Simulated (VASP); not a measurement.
Runs of VASP 6.6.1 on NaP2. The structure is that of space group P6/mmm (No. 191), or close to it. The cells are those of the table. The cell was generated, and may not be a known phase.

| task | cell | k mesh | cutoff (eV) | gap on the mesh (eV) | pressure (GPa) | relaxed volume (Å³/atom) |
| --- | --- | --- | --- | --- | --- | --- |
| single point | a = 4.723, b = 4.723, c = 3.208 Å, angles 90.0, 90.0, 120.0°, 3 atoms | 6 × 6 × 6 | 520 | none | -6.9 | - |
| relaxation of cell and atoms | relaxed from a = 4.085, b = 4.085, c = 4.426 Å, angles 90.0, 90.0, 120.0°, 3 atoms | 15 × 15 × 10 | 600 | none | 0.0 | 21.44 |
| relaxation of cell and atoms | relaxed from a = 4.428, b = 4.428, c = 3.111 Å, angles 90.0, 90.0, 120.0°, 3 atoms | 12 × 12 × 14 | 600 | none | 0.0 | 21.26 |
| relaxation of cell and atoms | relaxed from a = 4.723, b = 4.723, c = 3.208 Å, angles 90.0, 90.0, 120.0°, 3 atoms | 6 × 6 × 6 | 600 | none | -0.1 | (a) |
| single point | a = 4.428, b = 4.428, c = 3.111 Å, angles 90.0, 90.0, 120.0°, 3 atoms | 6 × 6 × 6 | 520 | none | 0.0 | - |
| single point | a = 4.111, b = 4.111, c = 4.389 Å, angles 90.0, 90.0, 120.0°, 3 atoms | 15 × 15 × 10 | 520 | none | 0.0 | - |
| single point | a = 4.085, b = 4.085, c = 4.426 Å, angles 90.0, 90.0, 120.0°, 3 atoms | 12 × 12 × 14 | 520 | none | -0.1 | - |

Alike in all rows: level PBE; potentials or basis VASP PAW PBE potentials, release 64 (Na_pv, P); no spin polarisation; smearing gaussian 0.1 eV.

Question: Estimate the missing entries.

Answer: (a) 17.67.

Caveats: an odd number of electrons without spin polarisation forces a metal; a magnetic or distorted state may lie lower; the stress differs along the axes, from -9 to -4 GPa (at least some runs); the volume moved by over 15 % at a fixed basis, so the end points are rough (at least some runs).

A gap of «none» marks levels without a gap at the run's occupations.
